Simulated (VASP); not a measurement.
# Na in VASP: single point with PBE

Aim: the single point of Na with PBE.

All numbers are computed with VASP 6.6.1; they aren't measurements. Logs are shortened: lines on timing, memory, paths and dates and some standing lists are left out, and cuts for length are marked.

**1. The cell of the first run**

The cell holds a sublattice, 1 atom: a = 5.714 Å, b = 5.714 Å, c = 5.714 Å, α = 60.00°, β = 60.00°, γ = 60.00°.

**2. Single point, PBE**

The input, INCAR:

```
ALGO = Normal
EDIFF = 1E-6
ENCUT = 400
GGA = PE
GGA_COMPAT = False
ISIF = 2
ISMEAR = 0
LASPH = True
LCHARG = False
LREAL = False
LWAVE = False
NBANDS = 10
NELM = 120
PREC = Accurate
SIGMA = 0.1
```

The input, KPOINTS:

```
k-points
0
Gamma
  6 6 6
```

The input, POSCAR:

```
Na
1.0
    0.0000000000      4.0401418500      4.0401418500
    4.0401418500      0.0000000000      4.0401418500
    4.0401418500      4.0401418500      0.0000000000
Na
1
Direct
    0.2500000000      0.2500000000      0.2500000000
```

Potentials or basis: VASP PAW PBE potentials, release 64 (Na_pv).

The run is started by

```console
> cat potpaw_PBE.64/Na_pv/POTCAR > POTCAR
> mpirun -np 1 vasp_std > vasp.out
```

OUTCAR:

```text
EDIFF = 1E-6
   ENCUT = 400
   GGA = PE
   ISIF = 2
   ISMEAR = 0
   LASPH = True
   LREAL = False
   NELM = 120
   PREC = Accurate

 ion  position               nearest neighbor table
   1  0.250  0.250  0.250-

  LATTYP: Found a face centered cubic cell.
 ALAT       =     8.0802837000

  Lattice vectors:

 A1 = (   0.0000000000,   4.0401418500,   4.0401418500)
 A2 = (   4.0401418500,   0.0000000000,   4.0401418500)
 A3 = (   4.0401418500,   4.0401418500,   0.0000000000)

Analysis of symmetry for initial positions (statically):
=====================================================================
 Subroutine PRICEL returns:
 Original cell was already a primitive cell.

 Routine SETGRP: Setting up the symmetry group for a
 face centered cubic supercell.

 Subroutine GETGRP returns: Found 48 space group operations
 (whereof 24 operations were pure point group operations)
 out of a pool of 48 trial point group operations.

The static configuration has the point symmetry T_d .
 The point group associated with its full space group is O_h .

Analysis of symmetry for dynamics (positions and initial velocities):
=====================================================================
 Subroutine PRICEL returns:
 Original cell was already a primitive cell.

 Routine SETGRP: Setting up the symmetry group for a
 face centered cubic supercell.

 Subroutine GETGRP returns: Found 48 space group operations
 (whereof 24 operations were pure point group operations)
 out of a pool of 48 trial point group operations.

The dynamic configuration has the point symmetry T_d .
 The point group associated with its full space group is O_h .

 Subroutine INISYM returns: Found 48 space group operations
 (whereof 24 operations are pure point group operations),
 and found     1 'primitive' translations

----------------------------------------------------------------------------------------

                                     Primitive cell

  volume of cell :     131.8924

  direct lattice vectors                    reciprocal lattice vectors
     0.000000000  4.040141850  4.040141850    -0.123758031  0.123758031  0.123758031
     4.040141850  0.000000000  4.040141850     0.123758031 -0.123758031  0.123758031
     4.040141850  4.040141850  0.000000000     0.123758031  0.123758031 -0.123758031

  length of vectors
     5.713623398  5.713623398  5.713623398     0.214355197  0.214355197  0.214355197

  position of ions in fractional coordinates (direct lattice)
     0.250000000  0.250000000  0.250000000

  ion indices of the primitive-cell ions
[... 71 lines left out ...]
   ISIF   =      2    stress and relaxation
   ISYM   =      2    0-nonsym 1-usesym 2-fastsym
   POTIM  = 0.5000    time-step for ionic-motion
   TEBEG  =    0.0;   TEEND  =   0.0 temperature during run
   PSTRESS=    0.0 pullay stress
   NELECT =       7.0000    total number of electrons
   NUPDOWN=      -1.0000    fix difference up-down
   EMIN   =  10.00;   EMAX   =-10.00  energy-range for DOS
   EFERMI =   0.00;   METHOD = LEGACY
   ISMEAR =     0;   SIGMA  =   0.10  broadening in eV -4-tet -1-fermi 0-gaus
   EFERMI_NEDOS =   21; number of points for ismear=-14 and -15
   IALGO  =     38    algorithm
   IMIX   =      4    mixing-type and parameters
     AMIX     =   0.40;   BMIX     =  1.00
     AMIX_MAG =   1.60;   BMIX_MAG =  1.00
  volume/ion in A,a.u.               =     131.89       890.05
  Fermi-wavevector in a.u.,A,eV,Ry     =   0.615225  1.162607  5.149836  0.378502
  Thomas-Fermi vector in A             =   1.672519
   LORBIT       =      0    0 simple, 1 ext, 2 COOP (PROOUT), +10 PAW based schemes
   GGA     = PE    functional components
   LHFCALC =     F    Hartree Fock is set to
   AEXX    =    0.0000 exact exchange contribution
   IVDW    =     0    specifies the selected vdW correction
   LEPSILON=     F    determine dielectric tensor
   LRPA    =     F    only Hartree local field effects (RPA)
 non-spin polarized calculation
 Gauss-broadening in eV      SIGMA  =   0.10
  energy-cutoff  :      400.00
  volume of cell :      131.89
 maximum number of plane-waves:      2421
 NGX is ok and might be reduce to    40
   NGX = 19   NGY = 19   NGZ = 19

 number of electron       6.9999994 magnetization

 Free energy of the ion-electron system (eV)
  ---------------------------------------------------
  ext. energy  EPLUGINS =         0.00000000
  ---------------------------------------------------
  free energy    TOTEN  =        -0.59076036 eV

  energy without entropy =       -0.58410276  energy(sigma->0) =       -0.58743156

 E-fermi :  -1.7486     XC(G=0):  -3.9466

 val. band max:       -1.8074324610   @ k =   0.5000   0.3333   0.1667
 cond. band min:      -1.6117711255   @ k =   0.5000   0.0000   0.0000
 fundamental gap:      0.1956613356
 Fermi energy:        -1.7485577080

 k-point     1 :       0.0000    0.0000    0.0000
  band No.  band energies     occupation
      1     -27.8300      2.00000
      2     -27.8300      2.00000
      3     -27.8300      2.00000
      4      -3.0458      2.00000
      5       3.2999      0.00000
      6       3.2999      0.00000
      7       3.2999      0.00000
      8       3.9138      0.00000
      9       3.9138      0.00000
     10       3.9138      0.00000
[... 183 lines left out ...]
 k-point    16 :      -0.3333    0.5000    0.1667
  band No.  band energies     occupation
      1     -27.8301      2.00000
      2     -27.8300      2.00000
      3     -27.8300      2.00000
      4      -0.8557      0.00000
      5      -0.3389      0.00000
      6       0.4015      0.00000
      7       0.4825      0.00000
      8       3.3131      0.00000
      9       3.4194      0.00000
     10       5.5757      0.00000

------------------------ aborting loop because EDIFF is reached ----------------------------------------

  FORCE on cell =-STRESS in cart. coord.  units (eV):
  Direction    XX          YY          ZZ          XY          YZ          ZX
  --------------------------------------------------------------------------------------
  -------------------------------------------------------------------------------------
  Total       -0.7645602     -0.7645602     -0.7645602      0.0000000      0.0000000     -0.0000000
  in kB       -9.2875766     -9.2875766     -9.2875766      0.0000000      0.0000000     -0.0000000
  external PRESSURE =      -9.2875766 kB  Pullay stress =       0.0000000 kB

 VOLUME and BASIS-vectors are now :
 -----------------------------------------------------------------------------
  energy-cutoff  :      400.00
  volume of cell :      131.89
      direct lattice vectors                 reciprocal lattice vectors
     0.000000000  4.040141850  4.040141850    -0.123758031  0.123758031  0.123758031
     4.040141850  0.000000000  4.040141850     0.123758031 -0.123758031  0.123758031
     4.040141850  4.040141850  0.000000000     0.123758031  0.123758031 -0.123758031

 POSITION                                       TOTAL-FORCE (eV/Angst)
 -----------------------------------------------------------------------------------
      2.02007      2.02007      2.02007        -0.000000      0.000000      0.000000
 -----------------------------------------------------------------------------------
    total drift:                                0.000000     -0.000000      0.000000

  FREE ENERGIE OF THE ION-ELECTRON SYSTEM (eV)
  ---------------------------------------------------
  free  energy   TOTEN  =        -0.5907603564 eV

  energy  without entropy=       -0.5841027626  energy(sigma->0) =       -0.58743156
```

OSZICAR:

```text
N       E                     dE             d eps       ncg     rms          rms(c)
DAV:   1     0.125430435972E+02    0.12543E+02   -0.31075E+03   400   0.370E+02
DAV:   2    -0.226038326568E+00   -0.12769E+02   -0.12742E+02   320   0.977E+01
DAV:   3    -0.573647690170E+00   -0.34761E+00   -0.34750E+00   416   0.175E+01
DAV:   4    -0.577964406026E+00   -0.43167E-02   -0.43166E-02   368   0.179E+00
DAV:   5    -0.578072973920E+00   -0.10857E-03   -0.10857E-03   398   0.304E-01    0.241E-01
DAV:   6    -0.584371405646E+00   -0.62984E-02   -0.28574E-03   354   0.369E-01    0.185E-01
DAV:   7    -0.590691086081E+00   -0.63197E-02   -0.12651E-02   344   0.676E-01    0.299E-02
DAV:   8    -0.590681417148E+00    0.96689E-05   -0.41169E-04   406   0.281E-01    0.149E-02
DAV:   9    -0.590710914130E+00   -0.29497E-04   -0.43342E-04   342   0.813E-02    0.258E-02
DAV:  10    -0.590761039591E+00   -0.50125E-04   -0.15790E-04   340   0.697E-02    0.299E-03
DAV:  11    -0.590760356433E+00    0.68316E-06   -0.31230E-06   374   0.119E-02
   1 F= -.59076036E+00 E0= -.58743156E+00  d E =-.665759E-02
```

stdout:

```text
POSCAR found type information on POSCAR Na
 POSCAR found :  1 types and       1 ions
 scaLAPACK will be used
 LDA part: xc-table for (Slater+PW92), standard interpolation
 POSCAR, INCAR and KPOINTS ok, starting setup
 FFT: planning ... GRIDC
 FFT: planning ... GRID_SOFT
 FFT: planning ... GRID
 WAVECAR not read
 entering main loop
```

It took 29 s on 1 thread of Intel Xeon 8259CL, shared host; peak memory 0.22 GiB.

Results:

```yaml
Free_energy: -0.5908 eV
Pressure: -0.9 GPa
Band_gap_on_the_k_mesh: zero (an odd number of electrons rules out a gap without spin polarisation)
```

Levels at points of the mesh, in eV from the Fermi level:
| k point | band 2 | band 3 | band 4 | band 5 | band 6 | band 7 |
| --- | --- | --- | --- | --- | --- | --- |
| (0.00, 0.00, 0.00) | -26.08 | -26.08 | -1.30 | 5.05 | 5.05 | 5.05 |
| (0.50, 0.00, 0.00) | -26.08 | -26.08 | 0.14 | 0.76 | 4.47 | 4.47 |
| (0.50, 0.50, 0.00) | -26.08 | -26.08 | 0.75 | 1.16 | 3.19 | 3.19 |
